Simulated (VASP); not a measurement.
Input of a VASP 6.6.1 run:

Contents of INCAR:

```
PREC     = Accurate       # precision mode
ENCUT    = 600            # plane-wave cutoff, eV
EDIFF    = 1E-6           # SCF threshold, eV
ISMEAR   = 0              # smearing method
SIGMA    = 0.1            # smearing width, eV
LREAL    = F              # projectors in reciprocal space
LASPH    = T              # aspherical terms in the spheres
NELM     = 120            # most SCF steps
ALGO     = Normal         # electronic algorithm
ISIF     = 2              # what is computed and relaxed
LWAVE    = F              # write WAVECAR
LCHARG   = F              # write CHGCAR
GGA      = PE             # functional
NBANDS   = 26             # bands
GGA_COMPAT= F
```

Contents of KPOINTS:

```
Automatic mesh
0
Gamma
  6 6 4
```

File POSCAR:

```
Cu3B
1.0
    2.5853376917      0.0000000000      0.0000000000
   -1.2926688458      2.2389681184      0.0000000000
    0.0000000000      0.0000000000      7.3117846128
Cu B
3 1
Direct
    0.6666666667      0.3333333333      0.5000000000
    0.3333333333      0.6666666667      0.2076384684
    0.3333333333      0.6666666667      0.7923615316
    0.6666666667      0.3333333333      0.0000000000
```

Potentials or basis: VASP PAW PBE potentials, release 64 (Cu, B).

The run is started by

```console
$ cat potpaw_PBE.64/Cu/POTCAR potpaw_PBE.64/B/POTCAR > POTCAR
$ mpirun -np 1 vasp_std > vasp.out
```

Task: What does it give for the pressure?

Result: 1.8 GPa.

Task: Predict the largest force.

Result: 0.070 eV/Å.

Forces in eV/Å, atoms in the order of the input:
```
Cu   0.000  0.000  0.000
Cu   0.000  0.000 -0.070
Cu   0.000  0.000  0.070
B    0.000  0.000  0.000
```

Caveat: the k points lie up to 0.47 Å⁻¹ apart, too coarse for converged energies and pressures of a metal.
